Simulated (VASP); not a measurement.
Sb:

```xyz
2
Lattice="2.1542 1.2437 3.7580 -2.1542 1.2437 3.7580 0.0000 -2.4875 3.7580" Properties=species:S:1:pos:R:3 pbc="T T T"
Sb    0.0000    0.0000    8.6416
Sb    0.0000    0.0000    2.6324
```

| Quantity | Value |
| --- | --- |
| Program | VASP 6.6.1 |
| Task | relaxation of cell and atoms |
| Functional | RPBE |
| Dispersion | D3(BJ) |
| Potentials or basis | VASP PAW PBE potentials, release 64 (Sb) |
| Cutoff | 600 eV |
| k mesh | 8 × 8 × 8 |
| Occupations | fermi-dirac, width 0.05 eV |
| Spin | no spin polarisation |

At the start: pressure -12.1 GPa; volume 30.21 Å³/atom.

**Question.** How do energy, volume and symmetry change on relaxing?

**Answer.** Over 24 steps the energy falls by 415.9 meV/atom and the volume is 23.16 Å³/atom (-23.3 %); space group R-3m (No. 166, to 0.1 Å) before and after.

The path:
```
step  energy change (eV)  largest force (eV/Å)  pressure (GPa)  volume (Å³)
   1              0.0000                0.3048          -12.12        60.41
   2             -0.1969                3.3119           19.37        42.56
   3             -0.5218                1.8469            0.29        49.26
   4             -0.7471                0.9657            1.91        46.44
   5             -0.7580                0.0587            7.97        43.80
   6             -0.7854                0.5864            4.05        45.14
   7             -0.7866                0.4443            4.80        44.82
   8             -0.7829                0.0831           -4.92        48.87
   9             -0.8209                0.1119           -0.40        46.69
  10             -0.8209                0.1169           -0.31        46.65
  11             -0.8226                0.0440           -0.02        46.51
  12             -0.8233                0.0293            0.28        46.38
  13             -0.8247                0.0711           -0.06        46.50
  14             -0.8257                0.1745           -0.86        46.78
  15             -0.8259                0.1409           -0.60        46.69
  16             -0.8266                0.1490           -0.57        46.67
  17             -0.8280                0.1733           -0.46        46.58
  18             -0.8283                0.2115           -0.13        46.40
  19             -0.8285                0.1980           -0.26        46.48
  20             -0.8296                0.1644           -0.10        46.40
  21             -0.8312                0.0767            0.33        46.20
  22             -0.8314                0.0387            0.52        46.12
  23             -0.8319                0.0025            0.03        46.31
  24             -0.8319                0.0049            0.00        46.33
```

Final structure:
```
CELL_PARAMETERS angstrom
1.95876 1.13089 3.48557
-1.95876 1.13089 3.48557
0.00000 -2.26178 3.48557
ATOMIC_POSITIONS crystal
Sb 0.75004 0.75004 0.75004
Sb 0.24996 0.24996 0.24996
```

Caveat: the volume moved by over 15 % at a fixed basis, so the end points are rough; the PAW data sets were made with another functional, which shifts forces and pressure a little.
